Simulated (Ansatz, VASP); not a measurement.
# Si: VASP beside Ansatz

```
Si
1.0
     3.89026    0.00000    0.00000
    -1.94513    3.21564    0.00000
     0.00000    0.00000    6.28869
Si
4
Direct
  0.33333 0.66667 0.06304
  0.66667 0.33333 0.56304
  0.33333 0.66667 0.43696
  0.66667 0.33333 0.93696
```

Change from the starting cell: engineering shear strain xy +0.0000, strain +e along x and -e along y +0.0233.

Alike in both runs: task single point; functional LDA; k mesh 12 × 12 × 6; occupations gaussian, width 0.03 eV; no spin polarisation.

|  | VASP | Ansatz |
| --- | --- | --- |
| version | VASP 6.6.1 | Ansatz 0.2.0 |
| potentials or method | VASP PAW LDA potentials, release 64 (Si), cutoff 520 eV | scalar-relativistic, plane waves, PAW |
| valence electrons in the cell | 16 | 16 |

|  | VASP | Ansatz | Ansatz less VASP |
| --- | --- | --- | --- |
| gap on the k mesh at the Fermi level (eV) | none | none | - |
| pressure (GPa) | 0.3 | 0.2 | -0.06 |
| traceless stress, the component that is largest in VASP (GPa) | 4.30 | 4.28 | -0.015 |
| rms of the force components (eV/Å) | 0.246 | 0.246 | -0.0005 |

Ansatz warns that its potentials were made for another functional, while VASP's fit it. LDA's correlation is that of Perdew and Zunger in VASP and of Perdew and Wang (1992) in Ansatz. Atom by atom the forces differ by 0.000 eV/Å (rms over components). A gap of «none» marks a metal or a gap that the smearing closes.
